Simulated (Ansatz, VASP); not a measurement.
**Two plane-wave programs on Be2Se3**

```
Be Se
1.0
     3.77290    0.00000    0.00000
     0.00000    3.77290    0.00000
     0.00000    0.00000    7.20982
Be Se
2 3
Direct
  0.00000 0.50000 0.17851
  0.50000 0.00000 0.82149
  0.00000 0.00000 0.00000
  0.50000 0.50000 0.66634
  0.50000 0.50000 0.33366
```

Alike in both runs: functional PBE; k mesh 5 × 5 × 2; occupations gaussian, width 0.2 eV; no spin polarisation.

Ansatz relaxed the structure, and its values are those at the end. VASP's run is a single point on that final structure, the one shown.

|  | VASP | Ansatz |
| --- | --- | --- |
| version | VASP 6.6.1 | Ansatz 0.2.0 |
| potentials or method | VASP PAW PBE potentials, release 64 (Be, Se), cutoff 520 eV | scalar-relativistic, plane waves, PAW |
| valence electrons in the cell | 22 | 52 |

|  | VASP | Ansatz | Ansatz less VASP |
| --- | --- | --- | --- |
| gap on the k mesh at the Fermi level (eV) | none | none | - |
| pressure (GPa) | 0.1 | -0.1 | -0.13 |
| rms of the force components (eV/Å) | 0.023 | 0.025 | +0.0017 |

A gap of «none» marks a metal or a gap that the smearing closes. With one functional, cell and mesh, what is left measures potentials, basis and numerics. VASP's potentials hold 22 valence electrons a cell and Ansatz's 52, so a difference there can come from the potentials and not from the codes.

The k mesh is coarse, so the values compare programs but aren't converged.
